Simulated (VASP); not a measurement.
# SnO (P4/nmm) in VASP: further runs

SnO is run at these levels: PBEsol; tasks: single point.

Program: VASP 6.6.1. These are calculated values, not measurements. Logs are shortened: lines on timing, memory, paths and dates and some standing lists are left out, and cuts for length are marked.

## 1. The cell of the first run

It takes space group P4/nmm (No. 129, tetragonal). Conventional cell: a = 3.920 Å, b = 3.920 Å, c = 4.824 Å, α = 90.00°, β = 90.00°, γ = 90.00°. Within 3.0 Å of Sn (site symmetry 4mm) lie 4 O at 2.28 Å. O (site symmetry -4m2) has 4 Sn at 2.28 Å and 4 O at 2.77 Å within 3.0 Å.

## 2. Single point, PBEsol (strain +0.030 along x and y, +0.015 along z)

File INCAR:

```
PREC = Accurate
ENCUT = 520
EDIFF = 1E-7
ISMEAR = 0
SIGMA = 0.15
LREAL = False
LASPH = True
NELM = 80
ALGO = Normal
ISIF = 2
LWAVE = False
LCHARG = True
GGA = PS
LELF = True
LVHAR = True
NBANDS = 28
```

File KPOINTS:

```
Automatic mesh
0
Gamma
  12 12 10
```

File POSCAR:

```
SnO
1.0
    3.9195382016      0.0000000000      0.0000000000
    0.0000000000      3.9195382016      0.0000000000
    0.0000000000      0.0000000000      4.8244829592
Sn O
2 2
Direct
    0.0000000000      0.5000000000      0.2423986461
    0.5000000000      0.0000000000      0.7576013539
    0.0000000000      0.0000000000      0.0000000000
    0.5000000000      0.5000000000      0.0000000000
```

Potentials or basis: VASP PAW PBE potentials, release 64 (Sn_d, O).

Run with:

```console
$ cat potpaw_PBE.64/Sn_d/POTCAR potpaw_PBE.64/O/POTCAR > POTCAR
$ mpirun -np 1 vasp_std > vasp.out
```

OUTCAR:

```text
PREC = Accurate
   ENCUT = 520
   EDIFF = 1E-7
   ISMEAR = 0
   LREAL = False
   LASPH = True
   NELM = 80
   ISIF = 2
   GGA = PS

 ion  position               nearest neighbor table
   1  0.000  0.500  0.242-   3 2.28   4 2.28   3 2.28   4 2.28   2 3.63   2 3.63   2 3.63   2 3.63
                             2 3.72   2 3.72   2 3.72   2 3.72
   2  0.500  0.000  0.758-   3 2.28   4 2.28   4 2.28   3 2.28   1 3.63   1 3.63   1 3.63   1 3.63
                             1 3.72   1 3.72   1 3.72   1 3.72
   3  0.000  0.000  0.000-   1 2.28   2 2.28   1 2.28   2 2.28
   4  0.500  0.500  0.000-   1 2.28   2 2.28   2 2.28   1 2.28

  LATTYP: Found a simple tetragonal cell.
 ALAT       =     3.9195382016
 C/A-ratio  =     1.2308804535

  Lattice vectors:

 A1 = (   3.9195382016,   0.0000000000,   0.0000000000)
 A2 = (   0.0000000000,   3.9195382016,   0.0000000000)
 A3 = (   0.0000000000,   0.0000000000,   4.8244829592)

Analysis of symmetry for initial positions (statically):
=====================================================================
 Subroutine PRICEL returns:
 Original cell was already a primitive cell.

 Routine SETGRP: Setting up the symmetry group for a
 simple tetragonal supercell.

 Subroutine GETGRP returns: Found 16 space group operations
 (whereof  8 operations were pure point group operations)
 out of a pool of 16 trial point group operations.

The static configuration has the point symmetry D_2d.
 The point group associated with its full space group is D_4h.

Analysis of symmetry for dynamics (positions and initial velocities):
=====================================================================
 Subroutine PRICEL returns:
 Original cell was already a primitive cell.

 Routine SETGRP: Setting up the symmetry group for a
 simple tetragonal supercell.

 Subroutine GETGRP returns: Found 16 space group operations
 (whereof  8 operations were pure point group operations)
 out of a pool of 16 trial point group operations.

The dynamic configuration has the point symmetry D_2d.
 The point group associated with its full space group is D_4h.

 Subroutine INISYM returns: Found 16 space group operations
 (whereof  8 operations are pure point group operations),
 and found     1 'primitive' translations

[... 90 lines left out ...]
   ISTART =      0    job   : 0-new  1-cont  2-samecut
   ICHARG =      2    charge: 1-file 2-atom 10-const
   ISPIN  =      1    spin polarized calculation?
   LNONCOLLINEAR =      F non collinear calculations
   LSORBIT =      F    spin-orbit coupling
   LASPH  =      T    aspherical Exc in radial PAW
   ENCUT  =  520.0 eV  38.22 Ry    6.18 a.u.   7.29  7.29  8.97*2*pi/ulx,y,z
   NELM   =     80;   NELMIN=  2; NELMDL= -5     # of ELM steps
   EDIFF  = 0.1E-06   stopping-criterion for ELM
   LREAL  =      F    real-space projection
   EDIFFG = 0.1E-05   stopping-criterion for IOM
   NSW    =      0    number of steps for IOM
   IBRION =     -1    ionic relax: 0-MD 1-quasi-New 2-CG
   NFREE  =      0    steps in history (QN), initial steepest desc. (CG)
   ISIF   =      2    stress and relaxation
   ISYM   =      2    0-nonsym 1-usesym 2-fastsym
   POTIM  = 0.5000    time-step for ionic-motion
   TEBEG  =    0.0;   TEEND  =   0.0 temperature during run
   PSTRESS=    0.0 pullay stress
   NELECT =      40.0000    total number of electrons
   NUPDOWN=      -1.0000    fix difference up-down
   EMIN   =  10.00;   EMAX   =-10.00  energy-range for DOS
   EFERMI =   0.00;   METHOD = LEGACY
   ISMEAR =     0;   SIGMA  =   0.15  broadening in eV -4-tet -1-fermi 0-gaus
   EFERMI_NEDOS =   21; number of points for ismear=-14 and -15
   IALGO  =     38    algorithm
   IMIX   =      4    mixing-type and parameters
     AMIX     =   0.40;   BMIX     =  1.00
     AMIX_MAG =   1.60;   BMIX_MAG =  1.00
  volume/ion in A,a.u.               =      18.53       125.04
  Fermi-wavevector in a.u.,A,eV,Ry     =   1.332871  2.518760 24.171347  1.776544
  Thomas-Fermi vector in A             =   2.461772
   LORBIT       =      0    0 simple, 1 ext, 2 COOP (PROOUT), +10 PAW based schemes
   GGA     = PS    functional components
   LHFCALC =     F    Hartree Fock is set to
   AEXX    =    0.0000 exact exchange contribution
   IVDW    =     0    specifies the selected vdW correction
   LEPSILON=     F    determine dielectric tensor
   LRPA    =     F    only Hartree local field effects (RPA)
 non-spin polarized calculation
 Gauss-broadening in eV      SIGMA  =   0.15
  energy-cutoff  :      520.00
  volume of cell :       74.12
 maximum number of plane-waves:      2033
 NGX is ok and might be reduce to    30
   NGX = 15   NGY = 15   NGZ = 17

 number of electron      39.9999966 magnetization

 Free energy of the ion-electron system (eV)
  ---------------------------------------------------
  ext. energy  EPLUGINS =         0.00000000
  ---------------------------------------------------
  free energy    TOTEN  =       -24.10988649 eV

  energy without entropy =      -24.10945840  energy(sigma->0) =      -24.10967244

 E-fermi :   6.2367     XC(G=0): -10.2237

 val. band max:        6.0554201044   @ k =   0.0833   0.0833   0.0000
 cond. band min:       6.2830971073   @ k =   0.5000   0.5000   0.0000
 fundamental gap:      0.2276770028
 Fermi energy:         6.2366926850

 k-point     1 :       0.0000    0.0000    0.0000
  band No.  band energies     occupation
      1     -15.4214      2.00000
      2     -15.1135      2.00000
      3     -15.1135      2.00000
      4     -15.1010      2.00000
      5     -15.0825      2.00000
      6     -15.0747      2.00000
[... 733 lines left out ...]
     27      13.4090      0.00000
     28      13.8445      0.00000

 [... further k-points ...]
[... 5 lines left out ...]
  --------------------------------------------------------------------------------------
  -------------------------------------------------------------------------------------
  Total       -3.2007165     -3.2007165     -2.1003454      0.0000000      0.0000000      0.0000000
  in kB      -69.1890240    -69.1890240    -45.4025989      0.0000000      0.0000000      0.0000000
  external PRESSURE =     -61.2602156 kB  Pullay stress =       0.0000000 kB

 VOLUME and BASIS-vectors are now :
 -----------------------------------------------------------------------------
  energy-cutoff  :      520.00
  volume of cell :       74.12
      direct lattice vectors                 reciprocal lattice vectors
     3.919538202  0.000000000  0.000000000     0.255132097  0.000000000  0.000000000
     0.000000000  3.919538202  0.000000000     0.000000000  0.255132097  0.000000000
     0.000000000  0.000000000  4.824482959     0.000000000  0.000000000  0.207276097

 POSITION                                       TOTAL-FORCE (eV/Angst)
 -----------------------------------------------------------------------------------
      0.00000      1.95977      1.16945         0.000000      0.000000     -0.759529
      1.95977      0.00000      3.65503        -0.000000     -0.000000      0.759529
      0.00000      0.00000      0.00000         0.000000     -0.000000      0.000000
      1.95977      1.95977      0.00000         0.000000      0.000000      0.000000
 -----------------------------------------------------------------------------------
    total drift:                                0.000000      0.000000     -0.000000

  FREE ENERGIE OF THE ION-ELECTRON SYSTEM (eV)
  ---------------------------------------------------
  free  energy   TOTEN  =       -24.1098864852 eV

  energy  without entropy=      -24.1094583981  energy(sigma->0) =      -24.10967244
```

Run time: 3.5 min. Hardware: 1 thread of Intel Xeon Platinum 8488C (Sapphire Rapids), shared host; peak memory 0.37 GiB.

Results:

```
Free energy            : -24.1099 eV
Pressure               : -6.1 GPa
Largest force          : 0.760 eV/Å
Band gap on the k mesh : 0.23 eV, indirect (least direct gap 1.88 eV)
```

Forces on the atoms (eV/Å):
```
Sn   0.000  0.000 -0.760
Sn   0.000  0.000  0.760
O    0.000  0.000  0.000
O    0.000  0.000  0.000
```

Stress tensor (GPa, compression positive):
```
-6.92  0.00  0.00
 0.00 -6.92  0.00
 0.00  0.00 -4.54
```

Caveat: the cell differs from its parent crystal (strain +0.030 along x and y, +0.015 along z); the PAW data sets were made with another functional, which shifts forces and pressure a little; spin-orbit coupling is left out, which moves the levels of the heavy elements.

## 3. Single point, PBEsol (strain +0.030 along x and y, +0.030 along z)

File INCAR:

```
SYSTEM = SnO
ALGO     = Normal         ! electronic algorithm
EDIFF    = 1E-7           ! SCF threshold, eV
ENCUT    = 520            ! plane-wave cutoff, eV
GGA      = PS             ! functional
ISIF     = 2              ! what is computed and relaxed
ISMEAR   = 0              ! smearing method
LASPH    = .TRUE.         ! aspherical terms in the spheres
LCHARG   = .FALSE.        ! write CHGCAR
LREAL    = .FALSE.        ! projectors in reciprocal space
LWAVE    = .FALSE.        ! write WAVECAR
NBANDS   = 28             ! bands
NELM     = 60             ! most SCF steps
PREC     = Accurate       ! precision mode
SIGMA    = 0.15           ! smearing width, eV
```

File KPOINTS:

```
k-points
0
G
  12 12 10
  0 0 0
```

Edit POSCAR of step 2 so:

```diff
@@ -4,3 +4,3 @@
     0.0000000000      3.9195382016      0.0000000000
-    0.0000000000      0.0000000000      4.8244829592
+    0.0000000000      0.0000000000      4.8957807369
 Sn O
```

Potentials or basis: VASP PAW PBE potentials, release 64 (Sn_d, O).

Run with:

```console
$ cat potpaw_PBE.64/Sn_d/POTCAR potpaw_PBE.64/O/POTCAR > POTCAR
$ mpirun -np 1 vasp_std > vasp.out
```

Wall time 3.7 min (1 thread of Intel Xeon Platinum 8488C (Sapphire Rapids), shared host); peak memory 0.38 GiB.

Results (log left out):

- Free energy: -24.0751 eV
- Pressure: -7.0 GPa
- Largest force: 0.994 eV/Å
- Band gap on the k mesh: 0.22 eV, indirect (least direct gap 1.92 eV)

Forces in eV/Å, atoms in the order of the input:
```
Sn   0.000  0.000 -0.994
Sn   0.000  0.000  0.994
O    0.000  0.000  0.000
O    0.000  0.000  0.000
```

Stress tensor (GPa, compression positive):
```
-7.48  0.00  0.00
 0.00 -7.48  0.00
 0.00  0.00 -5.94
```

Levels at points of the mesh, in eV from the valence-band top:
| k point | band 18 | band 19 | band 20 | band 21 | band 22 | band 23 |
| --- | --- | --- | --- | --- | --- | --- |
| (0.00, 0.00, 0.00) | -2.57 | -2.57 | -0.01 | 2.00 | 4.54 | 4.54 |
| (0.50, 0.00, 0.00) | -4.12 | -2.31 | -2.31 | 3.14 | 3.14 | 5.67 |
| (0.50, 0.50, 0.00) | -1.95 | -1.70 | -1.70 | 0.22 | 0.22 | 4.51 |
| (0.00, 0.00, 0.50) | -2.59 | -2.59 | -1.73 | 1.71 | 2.95 | 2.95 |
| (0.50, 0.00, 0.50) | -4.08 | -1.41 | -1.41 | 2.61 | 2.61 | 5.22 |
| (0.50, 0.50, 0.50) | -2.49 | -1.95 | -1.95 | 2.49 | 2.49 | 4.00 |

Caveat: the cell differs from its parent crystal (strain +0.030 along x and y, +0.030 along z); the PAW data sets were made with another functional, which shifts forces and pressure a little; spin-orbit coupling is left out, which moves the levels of the heavy elements. A k mesh can miss the band edges.
